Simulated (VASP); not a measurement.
# Li (P6_3mc) in VASP: a series of runs

Runs on Li. Level: PBE. Tasks: single point, relaxation of cell and atoms.

All numbers are computed with VASP 6.6.1; they aren't measurements. Logs are shortened: lines on timing, memory, paths and dates and some standing lists are left out, and cuts for length are marked.

## Step 1: The cell of the first run

The structure is hexagonal, space group P6_3mc (No. 186). The conventional cell has a = 4.196 Å, b = 4.196 Å, c = 5.145 Å, α = 90.00°, β = 90.00°, γ = 120.00°. Within 3.4 Å of Li (site symmetry 3m) lie 8 Li at 2.57 to 2.82 Å. Within 3.5 Å of Li (site symmetry 3m) lie 6 Li at 2.68 to 2.82 Å.

## Step 2: Single point, PBE

Contents of INCAR:

```
PREC = Accurate
ENCUT = 520
EDIFF = 1E-6
ISMEAR = 0
SIGMA = 0.1
LREAL = F
LASPH = T
NELM = 60
ALGO = Fast
ISIF = 2
LWAVE = F
LCHARG = F
GGA = PE
NBANDS = 14
```

Contents of KPOINTS:

```
Automatic mesh
0
Gamma
  6 6 4
```

Contents of POSCAR:

```
Li
1.0
    4.1957782200      0.0000000000      0.0000000000
   -2.0978891100      3.6336505300      0.0000000000
    0.0000000000      0.0000000000      5.1454655500
Li
4
Direct
    0.0000000000      0.0000000000      0.0142498100
    0.0000000000      0.0000000000      0.5142498100
    0.3333333300      0.6666666700      0.7929603600
    0.6666666700      0.3333333300      0.2929603600
```

Potentials or basis: VASP PAW PBE potentials, release 64 (Li_sv).

The run is started by

```
$ cat potpaw_PBE.64/Li_sv/POTCAR > POTCAR
$ mpirun -np 1 vasp_std > vasp.out
```

OUTCAR:

```text
PREC = Accurate
   ENCUT = 520
   EDIFF = 1E-6
   ISMEAR = 0
   LREAL = F
   LASPH = T
   NELM = 60
   ISIF = 2
   GGA = PE

 ion  position               nearest neighbor table
   1  0.000  0.000  0.014-   2 2.57   2 2.57
   2  0.000  0.000  0.514-   1 2.57   1 2.57
   3  0.333  0.667  0.793-
   4  0.667  0.333  0.293-

  LATTYP: Found a hexagonal cell.
 ALAT       =     4.1957782200
 C/A-ratio  =     1.2263435483

  Lattice vectors:

 A1 = (   4.1957782200,   0.0000000000,   0.0000000000)
 A2 = (  -2.0978891100,   3.6336505300,   0.0000000000)
 A3 = (   0.0000000000,   0.0000000000,   5.1454655500)

Analysis of symmetry for initial positions (statically):
=====================================================================
 Subroutine PRICEL returns:
 Original cell was already a primitive cell.

 Routine SETGRP: Setting up the symmetry group for a
 hexagonal supercell.

 Subroutine GETGRP returns: Found 12 space group operations
 (whereof  6 operations were pure point group operations)
 out of a pool of 24 trial point group operations.

The static configuration has the point symmetry C_3v.
 The point group associated with its full space group is C_6v.

Analysis of symmetry for dynamics (positions and initial velocities):
=====================================================================
 Subroutine PRICEL returns:
 Original cell was already a primitive cell.

 Routine SETGRP: Setting up the symmetry group for a
 hexagonal supercell.

 Subroutine GETGRP returns: Found 12 space group operations
 (whereof  6 operations were pure point group operations)
 out of a pool of 24 trial point group operations.

The dynamic configuration has the point symmetry C_3v.
 The point group associated with its full space group is C_6v.

 Subroutine INISYM returns: Found 12 space group operations
 (whereof  6 operations are pure point group operations),
 and found     1 'primitive' translations

----------------------------------------------------------------------------------------

                                     Primitive cell

  volume of cell :      78.4477

  direct lattice vectors                    reciprocal lattice vectors
     4.195778220  0.000000000  0.000000000     0.238334809  0.137602666  0.000000000
    -2.097889110  3.633650530  0.000000000     0.000000000  0.275205332  0.000000000
     0.000000000  0.000000000  5.145465550     0.000000000  0.000000000  0.194345874

  length of vectors
     4.195778220  4.195778222  5.145465550     0.275205332  0.275205332  0.194345874

  position of ions in fractional coordinates (direct lattice)
     0.000000000  0.000000000  0.014249810
     0.000000000  0.000000000  0.514249810
     0.333333330  0.666666670  0.792960360
     0.666666670  0.333333330  0.292960360

  ion indices of the primitive-cell ions
   primitive index   ion index
                 1           1
                 2           2
                 3           3
                 4           4

----------------------------------------------------------------------------------------

 KPOINTS: Automatic mesh

Automatic generation of k-mesh.
 Grid dimensions read from file:
 generate k-points for:    6    6    4

 Generating k-lattice:

  Cartesian coordinates                     Fractional coordinates (reciprocal lattice)
     0.039722468  0.022933778  0.000000000     0.166666667 -0.000000000  0.000000000
     0.000000000  0.045867555  0.000000000     0.000000000  0.166666667  0.000000000
     0.000000000  0.000000000  0.048586469     0.000000000  0.000000000  0.250000000

  Length of vectors
     0.045867555  0.045867555  0.048586469

  Shift w.r.t. Gamma in fractional coordinates (k-lattice)
     0.000000000  0.000000000  0.000000000

 Subroutine IBZKPT returns following result:
 ===========================================

 Found     21 irreducible k-points:

 Following reciprocal coordinates:
            Coordinates               Weight
  0.000000  0.000000  0.000000      1.000000
  0.166667  0.000000  0.000000      6.000000
  0.333333  0.000000  0.000000      6.000000
  0.500000  0.000000  0.000000      3.000000
  0.166667  0.166667  0.000000      6.000000
  0.333333  0.166667  0.000000     12.000000
[... 13 lines left out ...]
  0.333333  0.166667  0.500000     12.000000
  0.333333  0.333333  0.500000      2.000000
   k-points           NKPTS =     21   k-points in BZ     NKDIM =     21   number of bands    NBANDS=     14
   number of dos      NEDOS =    301   number of ions     NIONS =      4
   total plane-waves  NPLWV =  40960
   dimension x,y,z NGX =    32 NGY =   32 NGZ =   40
   dimension x,y,z NGXF=    64 NGYF=   64 NGZF=   80
   ions per type =               4
   NGX,Y,Z   is equivalent  to a cutoff of  12.68, 12.68, 12.92 a.u.
   NGXF,Y,Z  is equivalent  to a cutoff of  25.36, 25.36, 25.85 a.u.
 SYSTEM =  unknown system
   PREC   = accura    normal or accurate (medium, high low for compatibility)
   ISTART =      0    job   : 0-new  1-cont  2-samecut
   ICHARG =      2    charge: 1-file 2-atom 10-const
   ISPIN  =      1    spin polarized calculation?
   LNONCOLLINEAR =      F non collinear calculations
   LSORBIT =      F    spin-orbit coupling
   LASPH  =      T    aspherical Exc in radial PAW
   ENCUT  =  520.0 eV  38.22 Ry    6.18 a.u.   7.80  7.80  9.57*2*pi/ulx,y,z
   NELM   =     60;   NELMIN=  2; NELMDL= -5     # of ELM steps
   EDIFF  = 0.1E-05   stopping-criterion for ELM
   LREAL  =      F    real-space projection
   EDIFFG = 0.1E-04   stopping-criterion for IOM
   NSW    =      0    number of steps for IOM
   IBRION =     -1    ionic relax: 0-MD 1-quasi-New 2-CG
   NFREE  =      0    steps in history (QN), initial steepest desc. (CG)
   ISIF   =      2    stress and relaxation
   ISYM   =      2    0-nonsym 1-usesym 2-fastsym
   POTIM  = 0.5000    time-step for ionic-motion
   TEBEG  =    0.0;   TEEND  =   0.0 temperature during run
   PSTRESS=    0.0 pullay stress
   NELECT =      12.0000    total number of electrons
   NUPDOWN=      -1.0000    fix difference up-down
   EMIN   =  10.00;   EMAX   =-10.00  energy-range for DOS
   EFERMI =   0.00;   METHOD = LEGACY
   ISMEAR =     0;   SIGMA  =   0.10  broadening in eV -4-tet -1-fermi 0-gaus
   EFERMI_NEDOS =   21; number of points for ismear=-14 and -15
   IALGO  =     68    algorithm
   IMIX   =      4    mixing-type and parameters
     AMIX     =   0.40;   BMIX     =  1.00
     AMIX_MAG =   1.60;   BMIX_MAG =  1.00
  volume/ion in A,a.u.               =      19.61       132.35
  Fermi-wavevector in a.u.,A,eV,Ry     =   0.875538  1.654527 10.429780  0.766567
  Thomas-Fermi vector in A             =   1.995223
   LORBIT       =      0    0 simple, 1 ext, 2 COOP (PROOUT), +10 PAW based schemes
   GGA     = PE    functional components
   LHFCALC =     F    Hartree Fock is set to
   AEXX    =    0.0000 exact exchange contribution
   IVDW    =     0    specifies the selected vdW correction
   LEPSILON=     F    determine dielectric tensor
   LRPA    =     F    only Hartree local field effects (RPA)
 non-spin polarized calculation
 RMM-DIIS sequential band-by-band and
 Gauss-broadening in eV      SIGMA  =   0.10
  energy-cutoff  :      520.00
  volume of cell :       78.45
 maximum number of plane-waves:      2149
 NGX is ok and might be reduce to    32
   NGX = 15   NGY = 15   NGZ = 19

 number of electron      11.9999994 magnetization

 Free energy of the ion-electron system (eV)
  ---------------------------------------------------
  ext. energy  EPLUGINS =         0.00000000
  ---------------------------------------------------
  free energy    TOTEN  =        -6.71824545 eV

  energy without entropy =       -6.71531182  energy(sigma->0) =       -6.71677864

 E-fermi :   0.9225     XC(G=0):  -7.1106

 val. band max:        0.8084333005   @ k =   0.3333   0.0000   0.0000
 cond. band min:       0.9532737592   @ k =   0.3333   0.3333   0.5000
 fundamental gap:      0.1448404587
 Fermi energy:         0.9225083517

 k-point     1 :       0.0000    0.0000    0.0000
  band No.  band energies     occupation
      1     -46.0952      2.00000
      2     -46.0484      2.00000
      3     -46.0049      2.00000
      4     -45.9988      2.00000
      5      -2.8445      2.00000
      6       0.9732      0.47374
      7       1.7172      0.00000
      8       4.4893      0.00000
      9       4.4894      0.00000
     10       5.7166      0.00000
     11       5.7167      0.00000
     12       9.4361      0.00000
     13       9.4403      0.00000
     14       9.4893      0.00000

 k-point     2 :       0.1667    0.0000    0.0000
  band No.  band energies     occupation
      1     -46.0930      2.00000
      2     -46.0480      2.00000
      3     -46.0052      2.00000
      4     -46.0007      2.00000
      5      -2.6137      2.00000
      6       1.1389      0.00221
      7       1.8986      0.00000
      8       2.9909      0.00000
      9       3.5162      0.00000
     10       6.2344      0.00000
     11       7.0464      0.00000
     12       8.0581      0.00000
     13       8.2080      0.00000
     14       8.8538      0.00000

 k-point     3 :       0.3333    0.0000    0.0000
  band No.  band energies     occupation
      1     -46.0884      2.00000
      2     -46.0473      2.00000
      3     -46.0064      2.00000
      4     -46.0045      2.00000
      5      -1.9201      2.00000
      6       0.8084      1.89331
      7       1.7953      0.00000
      8       2.4644      0.00000
      9       2.6543      0.00000
     10       5.9876      0.00000
     11       6.0776      0.00000
     12       6.6242      0.00000
     13       7.6795      0.00000
     14       8.3127      0.00000
[... 273 lines left out ...]
 k-point    20 :       0.3333    0.1667    0.5000
  band No.  band energies     occupation
      1     -46.0667      2.00000
      2     -46.0667      2.00000
      3     -46.0066      2.00000
      4     -46.0066      2.00000
      5      -0.2596      2.00000
      6      -0.2596      2.00000
      7       1.3631      0.00000
      8       1.3631      0.00000
      9       2.7774      0.00000
     10       2.7774      0.00000
     11       7.6254      0.00000
     12       7.6254      0.00000
     13       9.9612      0.00000
     14       9.9648      0.00000

 k-point    21 :       0.3333    0.3333    0.5000
  band No.  band energies     occupation
      1     -46.0658      2.00000
      2     -46.0658      2.00000
      3     -46.0075      2.00000
      4     -46.0075      2.00000
      5       0.4971      2.00000
      6       0.4971      2.00000
      7       0.9533      0.66350
      8       0.9533      0.66350
      9       1.7944      0.00000
     10       1.7944      0.00000
     11       9.1678      0.00000
     12       9.1678      0.00000
     13       9.7622      0.00000
     14       9.7622      0.00000

------------------------ aborting loop because EDIFF is reached ----------------------------------------

  FORCE on cell =-STRESS in cart. coord.  units (eV):
  Direction    XX          YY          ZZ          XY          YZ          ZX
  --------------------------------------------------------------------------------------
  -------------------------------------------------------------------------------------
  Total        0.6213754      0.6213754      1.5642480      0.0000000     -0.0000000     -0.0000000
  in kB       12.6906613     12.6906613     31.9474230      0.0000000     -0.0000000     -0.0000000
  external PRESSURE =      19.1095819 kB  Pullay stress =       0.0000000 kB

 VOLUME and BASIS-vectors are now :
 -----------------------------------------------------------------------------
  energy-cutoff  :      520.00
  volume of cell :       78.45
      direct lattice vectors                 reciprocal lattice vectors
     4.195778220  0.000000000  0.000000000     0.238334809  0.137602666  0.000000000
    -2.097889110  3.633650530  0.000000000     0.000000000  0.275205332  0.000000000
     0.000000000  0.000000000  5.145465550     0.000000000  0.000000000  0.194345874

 POSITION                                       TOTAL-FORCE (eV/Angst)
 -----------------------------------------------------------------------------------
      0.00000      0.00000      0.07332         0.000000      0.000000      0.084171
      0.00000      0.00000      2.64605         0.000000      0.000000      0.084171
     -0.00000      2.42243      4.08015         0.000000     -0.000000     -0.084171
      2.09789      1.21122      1.50742        -0.000000     -0.000000     -0.084171
 -----------------------------------------------------------------------------------
    total drift:                               -0.000000     -0.000000     -0.000438

  FREE ENERGIE OF THE ION-ELECTRON SYSTEM (eV)
  ---------------------------------------------------
  free  energy   TOTEN  =        -6.7182454533 eV

  energy  without entropy=       -6.7153118217  energy(sigma->0) =       -6.71677864
```

Wall time 15 s (1 thread of AMD EPYC 9R45 (Zen 5), shared host); peak memory 0.15 GiB.

Results:

* Free energy: -6.7182 eV
* Largest force: 0.084 eV/Å
* Band gap on the k mesh: zero (band 6 reaches 1.34 eV, above the bottom of band 7 at 0.13 eV)

Forces on the atoms (eV/Å):
```
Li   0.000  0.000  0.084
Li   0.000  0.000  0.084
Li   0.000  0.000 -0.084
Li   0.000  0.000 -0.084
```

Levels at points of the mesh, in eV from the Fermi level:
```tsv
k point	band 3	band 4	band 5	band 6	band 7	band 8	band 9	band 10
(0.00, 0.00, 0.00)	-46.93	-46.92	-3.77	0.05	0.79	3.57	3.57	4.79
(0.50, 0.00, 0.00)	-46.93	-46.93	-1.81	-1.53	1.15	1.44	2.02	4.08
(0.00, 0.00, 0.50)	-46.92	-46.92	-2.73	-2.73	4.72	4.72	4.72	4.72
(0.50, 0.00, 0.50)	-46.93	-46.93	-1.02	-1.02	-0.12	-0.12	2.81	2.81
```

Caveat: the cutoff is under 1.25 times the usual one of these potentials, so pressure, stress and relaxed cells hold a basis-set (Pulay) error.

## Step 3: Relaxation of cell and atoms, PBE

Contents of INCAR:

```
SYSTEM = Li
ALGO = Normal
EDIFF = 1E-6
EDIFFG = -0.04
ENCUT = 600
GGA = PE
IBRION = 2
ISIF = 3
ISMEAR = 0
LASPH = .True.
LCHARG = .False.
LREAL = .False.
LWAVE = .False.
NELM = 80
NSW = 90
PREC = Accurate
SIGMA = 0.1
```

Contents of KPOINTS:

```
k-points
0
Gamma
  6 6 4
  0 0 0
```

POSCAR is that of step 2.

Potentials or basis: VASP PAW PBE potentials, release 64 (Li_sv).

The run is started by

```
$ cat potpaw_PBE.64/Li_sv/POTCAR > POTCAR
$ mpirun -np 1 vasp_std > vasp.out
```

Wall time 2.4 min (1 thread of AMD EPYC 9R45 (Zen 5), shared host); peak memory 0.18 GiB.

It converged, with:

- Free energy: -6.9665 eV
- Relaxed volume: 18.41 Å³/atom
- Relaxed cell: a = 3.521 Å, b = 3.521 Å, c = 6.860 Å, α = 90.00°, β = 90.00°, γ = 120.00°
- Space group after relaxing (to 0.05 Å): P6_3/mmc (No. 194)
- Energy gained by relaxing: 62.2 meV/atom
- Ionic steps: 21
- Pressure after relaxing: 0.0 GPa
- Largest force after relaxing: 0.020 eV/Å
- Band gap on the k mesh: zero (band 6 reaches 1.15 eV, above the bottom of band 7 at -0.35 eV)

Forces in eV/Å, atoms in the order of the input:
```
Li   0.000  0.000  0.020
Li   0.000  0.000  0.020
Li   0.000  0.000 -0.020
Li   0.000  0.000 -0.020
```

Stress tensor (GPa, compression positive):
```
 0.18  0.00  0.00
 0.00  0.18  0.00
 0.00  0.00 -0.24
```

The path:
| step | energy change (eV) | largest force (eV/Å) | pressure (GPa) | volume (Å³) |
| --- | --- | --- | --- | --- |
| 1 | 0.0000 | 0.0844 | 1.83 | 78.45 |
| 2 | -0.0335 | 0.0820 | 1.35 | 81.02 |
| 3 | -0.0862 | 0.0713 | 0.13 | 89.04 |
| 4 | -0.0893 | 0.0673 | -0.19 | 91.57 |
| 5 | -0.0934 | 0.0608 | -0.18 | 91.22 |
| 6 | -0.1053 | 0.0399 | -0.16 | 90.13 |
| 7 | -0.1246 | 0.0024 | -0.11 | 87.86 |
| 8 | -0.1301 | 0.2055 | -0.03 | 82.97 |
| 9 | -0.1322 | 0.1134 | -0.05 | 84.84 |
| 10 | -0.1398 | 0.1303 | -0.11 | 84.20 |
| 11 | -0.1679 | 0.1719 | -0.28 | 82.15 |
| 12 | -0.2040 | 0.2910 | -0.45 | 77.49 |
| 13 | -0.2033 | 0.2675 | -0.40 | 78.46 |
| 14 | -0.2137 | 0.2524 | -0.42 | 77.57 |
| 15 | -0.2233 | 0.2241 | -0.47 | 76.15 |
| 16 | -0.2233 | 0.1514 | -0.51 | 73.21 |
| 17 | -0.2252 | 0.1844 | -0.50 | 74.51 |
| 18 | -0.2361 | 0.1362 | -0.20 | 73.67 |
| 19 | -0.2447 | 0.0342 | 0.46 | 71.96 |
| 20 | -0.2471 | 0.0123 | 0.29 | 72.62 |
| 21 | -0.2487 | 0.0204 | 0.04 | 73.66 |

Final structure:
```
CELL_PARAMETERS angstrom
3.52114 0.00000 0.00000
-1.76057 3.04940 0.00000
0.00000 0.00000 6.86007
ATOMIC_POSITIONS crystal
Li 0.00000 0.00000 0.02795
Li 0.00000 0.00000 0.52795
Li 0.33333 0.66667 0.77926
Li 0.66667 0.33333 0.27926
```

Levels at points of the mesh, in eV from the Fermi level:
```tsv
k point	band 2	band 3	band 4	band 5	band 6	band 7	band 8	band 9	band 10
(0.00, 0.00, 0.00)	-46.82	-46.79	-46.77	-3.75	-1.45	-1.41	4.73	7.51	8.05
(0.50, 0.00, 0.00)	-46.82	-46.79	-46.79	-1.15	-0.58	0.56	0.80	3.25	4.35
(0.00, 0.00, 0.50)	-46.84	-46.78	-46.78	-3.19	-3.19	1.59	1.59	8.05	8.05
(0.50, 0.00, 0.50)	-46.82	-46.79	-46.79	-0.80	-0.80	0.35	0.35	4.70	4.70
```

Caveat: the cutoff is under 1.25 times the usual one of these potentials, so pressure, stress and relaxed cells hold a basis-set (Pulay) error.
